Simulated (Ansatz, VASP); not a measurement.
# KMgPd3: VASP beside Ansatz

```
CELL_PARAMETERS angstrom
4.98250 0.00000 0.00000
0.00000 4.98250 0.00000
0.00000 0.00000 4.98250
ATOMIC_POSITIONS crystal
K 0.50000 0.50000 0.50000
Mg 0.00000 0.00000 0.00000
Pd 0.50000 0.50000 0.00000
Pd 0.50000 0.00000 0.50000
Pd 0.00000 0.50000 0.50000
```

Change from the starting cell: species swapped into the Dy3AlN type (Pm-3m, No. 221).

Alike in both runs: task single point; functional PBE; k mesh 4 × 4 × 4; occupations gaussian, width 0.1 eV; collinear spin.

|  | VASP | Ansatz |
| --- | --- | --- |
| version | VASP 6.6.1 | Ansatz 0.2.0 |
| potentials or method | VASP PAW PBE potentials, release 64 (K_sv, Mg, Pd), cutoff 600 eV | scalar-relativistic, plane waves, PAW |
| valence electrons in the cell | 41 | 73 |

```tsv
	VASP	Ansatz	Ansatz less VASP
gap on the k mesh at the Fermi level (eV)	none	none	-
pressure (GPa)	0.4	0.0	-0.34
net moment per atom (μB)	0.00	0.00	0.000
```

A gap of «none» marks a metal or a gap that the smearing closes. VASP's potentials hold 41 valence electrons a cell and Ansatz's 73, so a difference there can come from the potentials and not from the codes. Ansatz's warnings: seeded moment not kept.
